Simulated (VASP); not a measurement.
# Si (P6_3/mmc) in VASP: a series of runs, part 2 of 2

VASP 6.6.1. Earlier steps stand in the parts before.

### 3 Single point, LDA

This run uses another cell than the first one, of the same volume but with other edges.

INCAR

```
ALGO = Normal
EDIFF = 1E-6
ENCUT = 520
ISIF = 2
ISMEAR = 0
LASPH = True
LCHARG = False
LREAL = False
LWAVE = False
NBANDS = 16
NELM = 100
PREC = Accurate
SIGMA = 0.03
```

KPOINTS

```
k-points
0
Gamma
  12 12 6
```

POSCAR

```
Si
1.0
    4.0952913888      0.0000000000      0.0000000000
   -2.0476456944      3.5466263786      0.0000000000
    0.0000000000      0.0000000000      5.4192990949
Si
4
Direct
    0.3333333333      0.6666666667      0.0391837161
    0.6666666667      0.3333333333      0.5391837161
    0.3333333333      0.6666666667      0.4608162839
    0.6666666667      0.3333333333      0.9608162839
```

Potentials or basis: VASP PAW LDA potentials, release 64 (Si).

Launch:

```
$ cat potpaw_LDA.64/Si/POTCAR > POTCAR
$ mpirun -np 1 vasp_std > vasp.out
```

OUTCAR:

```text
EDIFF = 1E-6
   ENCUT = 520
   ISIF = 2
   ISMEAR = 0
   LASPH = True
   LREAL = False
   NELM = 100
   PREC = Accurate

 ion  position               nearest neighbor table
   1  0.333  0.667  0.039-   3 2.28   4 2.40   4 2.40   4 2.40   3 3.13
   2  0.667  0.333  0.539-   4 2.28   3 2.40   3 2.40   3 2.40   4 3.13
   3  0.333  0.667  0.461-   1 2.28   2 2.40   2 2.40   2 2.40   1 3.13
   4  0.667  0.333  0.961-   2 2.28   1 2.40   1 2.40   1 2.40   2 3.13

  LATTYP: Found a hexagonal cell.
 ALAT       =     4.0952913888
 C/A-ratio  =     1.3233000000

  Lattice vectors:

 A1 = (   4.0952913888,   0.0000000000,   0.0000000000)
 A2 = (  -2.0476456944,   3.5466263786,   0.0000000000)
 A3 = (   0.0000000000,   0.0000000000,   5.4192990949)

Analysis of symmetry for initial positions (statically):
=====================================================================
 Subroutine PRICEL returns:
 Original cell was already a primitive cell.

 Routine SETGRP: Setting up the symmetry group for a
 hexagonal supercell.

 Subroutine GETGRP returns: Found 24 space group operations
 (whereof 12 operations were pure point group operations)
 out of a pool of 24 trial point group operations.

The static configuration has the point symmetry D_3d.
 The point group associated with its full space group is D_6h.

Analysis of symmetry for dynamics (positions and initial velocities):
=====================================================================
 Subroutine PRICEL returns:
 Original cell was already a primitive cell.

 Routine SETGRP: Setting up the symmetry group for a
 hexagonal supercell.

 Subroutine GETGRP returns: Found 24 space group operations
 (whereof 12 operations were pure point group operations)
 out of a pool of 24 trial point group operations.

The dynamic configuration has the point symmetry D_3d.
 The point group associated with its full space group is D_6h.

 Subroutine INISYM returns: Found 24 space group operations
 (whereof 12 operations are pure point group operations),
 and found     1 'primitive' translations

----------------------------------------------------------------------------------------

                                     Primitive cell

  volume of cell :      78.7124

  direct lattice vectors                    reciprocal lattice vectors
     4.095291389  0.000000000  0.000000000     0.244182869  0.140979045  0.000000000
    -2.047645694  3.546626379  0.000000000     0.000000000  0.281958090  0.000000000
     0.000000000  0.000000000  5.419299095     0.000000000  0.000000000  0.184525708

  length of vectors
     4.095291389  4.095291389  5.419299095     0.281958090  0.281958090  0.184525708

  position of ions in fractional coordinates (direct lattice)
     0.333333333  0.666666667  0.039183716
     0.666666667  0.333333333  0.539183716
     0.333333333  0.666666667  0.460816284
     0.666666667  0.333333333  0.960816284

  ion indices of the primitive-cell ions
   primitive index   ion index
                 1           1
                 2           2
                 3           3
                 4           4

----------------------------------------------------------------------------------------

 KPOINTS: k-points

Automatic generation of k-mesh.
[... 24 lines left out ...]
  0.083333  0.000000  0.000000      6.000000
  0.166667  0.000000  0.000000      6.000000
  0.250000  0.000000  0.000000      6.000000
  0.333333  0.000000  0.000000      6.000000
  0.416667  0.000000  0.000000      6.000000
[... 16 lines left out ...]
  0.250000  0.000000  0.166667     12.000000
  0.333333  0.000000  0.166667     12.000000
 [... further k-points ...]
   k-points           NKPTS =     76   k-points in BZ     NKDIM =     76   number of bands    NBANDS=     16
   number of dos      NEDOS =    301   number of ions     NIONS =      4
   total plane-waves  NPLWV =  36000
   dimension x,y,z NGX =    30 NGY =   30 NGZ =   40
   dimension x,y,z NGXF=    60 NGYF=   60 NGZF=   80
   ions per type =               4
   NGX,Y,Z   is equivalent  to a cutoff of  12.18, 12.18, 12.27 a.u.
   NGXF,Y,Z  is equivalent  to a cutoff of  24.36, 24.36, 24.54 a.u.
 SYSTEM =  unknown system
   PREC   = accura    normal or accurate (medium, high low for compatibility)
   ISTART =      0    job   : 0-new  1-cont  2-samecut
   ICHARG =      2    charge: 1-file 2-atom 10-const
   ISPIN  =      1    spin polarized calculation?
   LNONCOLLINEAR =      F non collinear calculations
   LSORBIT =      F    spin-orbit coupling
   LASPH  =      T    aspherical Exc in radial PAW
   ENCUT  =  520.0 eV  38.22 Ry    6.18 a.u.   7.61  7.61 10.08*2*pi/ulx,y,z
   NELM   =    100;   NELMIN=  2; NELMDL= -5     # of ELM steps
   EDIFF  = 0.1E-05   stopping-criterion for ELM
   LREAL  =      F    real-space projection
   EDIFFG = 0.1E-04   stopping-criterion for IOM
   NSW    =      0    number of steps for IOM
   IBRION =     -1    ionic relax: 0-MD 1-quasi-New 2-CG
   NFREE  =      0    steps in history (QN), initial steepest desc. (CG)
   ISIF   =      2    stress and relaxation
   ISYM   =      2    0-nonsym 1-usesym 2-fastsym
   POTIM  = 0.5000    time-step for ionic-motion
   TEBEG  =    0.0;   TEEND  =   0.0 temperature during run
   PSTRESS=    0.0 pullay stress
   NELECT =      16.0000    total number of electrons
   NUPDOWN=      -1.0000    fix difference up-down
   EMIN   =  10.00;   EMAX   =-10.00  energy-range for DOS
   EFERMI =   0.00;   METHOD = LEGACY
   ISMEAR =     0;   SIGMA  =   0.03  broadening in eV -4-tet -1-fermi 0-gaus
   EFERMI_NEDOS =   21; number of points for ismear=-14 and -15
   IALGO  =     38    algorithm
   IMIX   =      4    mixing-type and parameters
     AMIX     =   0.40;   BMIX     =  1.00
     AMIX_MAG =   1.60;   BMIX_MAG =  1.00
  volume/ion in A,a.u.               =      19.68       132.79
  Fermi-wavevector in a.u.,A,eV,Ry     =   0.962573  1.818999 12.606436  0.926547
  Thomas-Fermi vector in A             =   2.092044
   LORBIT       =      0    0 simple, 1 ext, 2 COOP (PROOUT), +10 PAW based schemes
   GGA     = CA    functional components
   LHFCALC =     F    Hartree Fock is set to
   AEXX    =    0.0000 exact exchange contribution
   IVDW    =     0    specifies the selected vdW correction
   LEPSILON=     F    determine dielectric tensor
   LRPA    =     F    only Hartree local field effects (RPA)
 non-spin polarized calculation
 Gauss-broadening in eV      SIGMA  =   0.03
  energy-cutoff  :      520.00
  volume of cell :       78.71
 maximum number of plane-waves:      2163
   NGX = 15   NGY = 15   NGZ = 21

 number of electron      16.0000002 magnetization

 Free energy of the ion-electron system (eV)
  ---------------------------------------------------
  ext. energy  EPLUGINS =         0.00000000
  ---------------------------------------------------
  free energy    TOTEN  =       -22.55040782 eV

  energy without entropy =      -22.54854614  energy(sigma->0) =      -22.54947698

 E-fermi :   5.7881     XC(G=0):  -9.6829

 val. band max:        5.7842542113   @ k =   0.4167   0.0833   0.1667
 cond. band min:       5.7990770453   @ k =   0.0833   0.0833   0.1667
 fundamental gap:      0.0148228341
 Fermi energy:         5.7881136431

 k-point     1 :       0.0000    0.0000    0.0000
  band No.  band energies     occupation
      1      -6.2029      2.00000
      2      -2.4056      2.00000
      3      -0.5475      2.00000
      4       3.4118      2.00000
      5       3.4118      2.00000
      6       4.1883      2.00000
[... 433 lines left out ...]
      3      -1.1717      2.00000
      4       1.6578      2.00000
      5       1.8736      2.00000
      6       2.5277      2.00000
[... 8 lines left out ...]
     15      12.3145      0.00000
     16      13.1660      0.00000

 [... further k-points ...]

------------------------ aborting loop because EDIFF is reached ----------------------------------------

  FORCE on cell =-STRESS in cart. coord.  units (eV):
  Direction    XX          YY          ZZ          XY          YZ          ZX
  --------------------------------------------------------------------------------------
  -------------------------------------------------------------------------------------
  Total       -4.4126819     -4.4126819      8.3524236      0.0000000      0.0000000      0.0000000
  in kB      -89.8193345    -89.8193345    170.0120592      0.0000000      0.0000000      0.0000000
  external PRESSURE =      -3.2088699 kB  Pullay stress =       0.0000000 kB

 VOLUME and BASIS-vectors are now :
 -----------------------------------------------------------------------------
  energy-cutoff  :      520.00
  volume of cell :       78.71
      direct lattice vectors                 reciprocal lattice vectors
     4.095291389  0.000000000  0.000000000     0.244182869  0.140979045  0.000000000
    -2.047645694  3.546626379  0.000000000     0.000000000  0.281958090  0.000000000
     0.000000000  0.000000000  5.419299095     0.000000000  0.000000000  0.184525708

 POSITION                                       TOTAL-FORCE (eV/Angst)
 -----------------------------------------------------------------------------------
     -0.00000      2.36442      0.21235        -0.000000      0.000000     -0.175435
      2.04765      1.18221      2.92200         0.000000     -0.000000     -0.175435
     -0.00000      2.36442      2.49730        -0.000000      0.000000      0.175435
      2.04765      1.18221      5.20695         0.000000     -0.000000      0.175435
 -----------------------------------------------------------------------------------
    total drift:                               -0.000000      0.000000     -0.000000

  FREE ENERGIE OF THE ION-ELECTRON SYSTEM (eV)
  ---------------------------------------------------
  free  energy   TOTEN  =       -22.5504078164 eV

  energy  without entropy=      -22.5485461443  energy(sigma->0) =      -22.54947698
```

OSZICAR:

```text
N       E                     dE             d eps       ncg     rms          rms(c)
DAV:   1     0.247188620649E+02    0.24719E+02   -0.60352E+03  2432   0.825E+02
DAV:   2    -0.212955272164E+02   -0.46014E+02   -0.42193E+02  3208   0.122E+02
DAV:   3    -0.231091380436E+02   -0.18136E+01   -0.17907E+01  3368   0.229E+01
DAV:   4    -0.231322192562E+02   -0.23081E-01   -0.23076E-01  3056   0.327E+00
DAV:   5    -0.231326675616E+02   -0.44831E-03   -0.44829E-03  3368   0.433E-01    0.692E+00
DAV:   6    -0.226919034365E+02    0.44076E+00   -0.23842E-01  3072   0.248E+00    0.399E+00
DAV:   7    -0.225562789965E+02    0.13562E+00   -0.29938E-01  3176   0.263E+00    0.636E-01
DAV:   8    -0.225532083998E+02    0.30706E-02   -0.59970E-02  2952   0.138E+00    0.425E-01
DAV:   9    -0.225508144083E+02    0.23940E-02   -0.83540E-03  3008   0.536E-01    0.169E-01
DAV:  10    -0.225504359090E+02    0.37850E-03   -0.91283E-04  2944   0.175E-01    0.387E-02
DAV:  11    -0.225504085831E+02    0.27326E-04   -0.17780E-04  3248   0.677E-02    0.336E-02
DAV:  12    -0.225504125514E+02   -0.39683E-05   -0.20114E-05  3048   0.241E-02    0.234E-02
DAV:  13    -0.225504078495E+02    0.47019E-05   -0.61893E-06  3176   0.134E-02    0.357E-03
DAV:  14    -0.225504078164E+02    0.33038E-07   -0.11349E-06  1856   0.533E-03
   1 F= -.22550408E+02 E0= -.22549477E+02  d E =-.186167E-02
```

Run time: 1.8 min. Hardware: 1 thread of Intel Xeon Platinum 8488C (Sapphire Rapids), shared host; peak memory 0.19 GiB.

What came out:

* Free energy: -22.5504 eV
* Pressure: -0.3 GPa
* Largest force: 0.175 eV/Å
* Band gap on the k mesh: zero (bands 8 and 9 overlap by 1.04 eV)

Forces on the atoms (eV/Å):
```
Si   0.000  0.000 -0.175
Si   0.000  0.000 -0.175
Si   0.000  0.000  0.175
Si   0.000  0.000  0.175
```

Stress tensor (GPa, compression positive):
```
-8.98  0.00  0.00
 0.00 -8.98  0.00
 0.00  0.00 17.00
```

### 4 Single point, LDA

This run uses another cell than the first one, of the same volume but with other edges.

INCAR

```
SYSTEM = Si
ALGO = Normal
EDIFF = 1E-6
ENCUT = 520
ISIF = 2
ISMEAR = 0
LASPH = .TRUE.
LCHARG = .TRUE.
LELF = .TRUE.
LREAL = .FALSE.
LVHAR = .TRUE.
LWAVE = .FALSE.
NBANDS = 16
NELM = 100
PREC = Accurate
SIGMA = 0.03
```

KPOINTS

```
k-points
0
G
  12 12 6
  0 0 0
```

POSCAR

```
Si
1.0
    3.5775365161      0.0000000000      0.0000000000
   -1.7887682581      3.0982375059      0.0000000000
    0.0000000000      0.0000000000      7.1014099845
Si
4
Direct
    0.3333333333      0.6666666667      0.0391837161
    0.6666666667      0.3333333333      0.5391837161
    0.3333333333      0.6666666667      0.4608162839
    0.6666666667      0.3333333333      0.9608162839
```

Launch:

```
$ cat potpaw_LDA.64/Si/POTCAR > POTCAR
$ mpirun -np 1 vasp_std > vasp.out
```

It took 1.9 min on 1 thread of Intel Xeon Platinum 8488C (Sapphire Rapids), shared host; peak memory 0.2 GiB.

It converged, with:

```yaml
Free_energy: -21.4049 eV
Pressure: 15.7 GPa
Largest_force: 2.384 eV/Å
Band_gap_on_the_k_mesh: 0.01 eV
```

Forces in eV/Å, atoms in the order of the input:
```
Si   0.000  0.000  2.384
Si   0.000  0.000  2.384
Si   0.000  0.000 -2.384
Si   0.000  0.000 -2.384
```

Stress tensor (GPa, compression positive):
```
27.72  0.00  0.00
 0.00 27.72  0.00
 0.00  0.00 -8.24
```

Levels at points of the mesh, in eV from the valence-band top:
| k point | band 6 | band 7 | band 8 | band 9 | band 10 | band 11 |
| --- | --- | --- | --- | --- | --- | --- |
| (0.00, 0.00, 0.00) | -1.13 | -0.77 | -0.77 | 0.69 | 2.79 | 2.79 |
| (0.50, 0.00, 0.00) | -3.06 | -2.47 | -1.90 | 0.64 | 1.33 | 1.68 |
| (0.00, 0.00, 0.50) | -1.03 | -1.03 | -1.03 | 3.13 | 3.13 | 3.13 |
| (0.50, 0.00, 0.50) | -2.79 | -2.08 | -2.08 | 0.39 | 0.39 | 1.08 |

Caveat: the cell stands under pressure; forces of over 1 eV/Å act on the atoms, so gaps and moduli don't describe the material at rest.

### 5 Overview

```csv
cell,gap on the mesh (eV),pressure (GPa),largest force (eV/Å)
"a = 3.967, b = 3.967, c = 5.775 Å, angles 90.0, 90.0, 120.0°, 4 atoms, atomic positions A",none,1.5,1.00
"a = 4.095, b = 4.095, c = 5.419 Å, angles 90.0, 90.0, 120.0°, 4 atoms, atomic positions B",none,-0.3,0.18
"a = 3.578, b = 3.578, c = 7.101 Å, angles 90.0, 90.0, 120.0°, 4 atoms, atomic positions B",0.01,15.7,2.38
```

Alike in all rows: task single point; level LDA; potentials or basis VASP PAW LDA potentials, release 64 (Si); no spin polarisation; k mesh 12 × 12 × 6; cutoff (eV) 520; smearing gaussian 0.03 eV.

Caveats: forces of over 1 eV/Å act on the atoms, so gaps and moduli don't describe the material at rest (at least some runs); semilocal functionals underestimate gaps, so a narrow gap can read as zero (at least some runs); the cell stands under pressure (at least some runs).

Absolute energies hang on the potentials; compare differences alone.
